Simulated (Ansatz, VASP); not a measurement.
**One calculation of NbAl2N3, two programs**

```
Al Nb N
1.0
     2.81457    1.62499    2.62242
    -2.81457    1.62499    2.62242
     0.00000   -3.24999    2.62242
Al Nb N
2 1 3
Direct
  0.67016 0.67016 0.67016
  0.32984 0.32984 0.32984
  0.00000 0.00000 0.00000
  0.00000 0.00000 0.50000
  0.50000 0.00000 0.00000
  0.00000 0.50000 0.00000
```

Alike in both runs: functional PBE; k mesh 3 × 3 × 3; occupations gaussian, width 0.15 eV; no spin polarisation.

Ansatz relaxed the structure, and its values are those at the end. VASP's run is a single point on that final structure, the one shown.

|  | VASP | Ansatz |
| --- | --- | --- |
| version | VASP 6.6.1 | Ansatz 0.2.0 |
| potentials or method | VASP PAW PBE potentials, release 64 (Al, Nb_sv, N), cutoff 600 eV | scalar-relativistic, plane waves, PAW |
| valence electrons in the cell | 34 | 34 |

```tsv
	VASP	Ansatz	Ansatz less VASP
gap on the k mesh at the Fermi level (eV)	none	none	-
pressure (GPa)	0.0	0.4	+0.46
rms of the force components (eV/Å)	0.008	0.005	-0.0029
```

A gap of «none» marks a metal or a gap that the smearing closes.

The k mesh is coarse, so the values compare programs but aren't converged.
